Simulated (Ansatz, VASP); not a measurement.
## One calculation of Ga3SbAs2, two programs

```xyz
6
Lattice="-2.0963 2.0963 8.8338 2.0963 -2.0963 8.8338 2.0963 2.0963 -8.8338" Properties=species:S:1:pos:R:3 pbc="T T T"
Ga    0.0000    0.0000   14.8589
Ga    0.0000    0.0000    8.8338
Ga    0.0000    0.0000    2.8087
Sb    0.0000    2.0963    4.4169
As    2.0963    0.0000    7.4272
As    2.0963    0.0000    1.4066
```

Alike in both runs: functional PBE; k mesh 6 × 6 × 6; occupations gaussian, width 0.1 eV; no spin polarisation.

Ansatz relaxed the structure, and its values are those at the end. VASP's run is a single point on that final structure, the one shown.

|  | VASP | Ansatz |
| --- | --- | --- |
| version | VASP 6.6.1 | Ansatz 0.2.0 |
| potentials or method | VASP PAW PBE potentials, release 64 (Ga_d, Sb, As), cutoff 520 eV | scalar-relativistic, plane waves, PAW |
| valence electrons in the cell | 54 | 84 |

|  | VASP | Ansatz | Ansatz less VASP |
| --- | --- | --- | --- |
| gap on the k mesh at the Fermi level (eV) | none | none | - |
| pressure (GPa) | -0.1 | -0.3 | -0.12 |
| rms of the force components (eV/Å) | 0.012 | 0.012 | +0.0004 |

A gap of «none» marks a metal or a gap that the smearing closes. VASP's potentials hold 54 valence electrons a cell and Ansatz's 84, so a difference there can come from the potentials and not from the codes.

Neither program's run includes spin-orbit coupling.
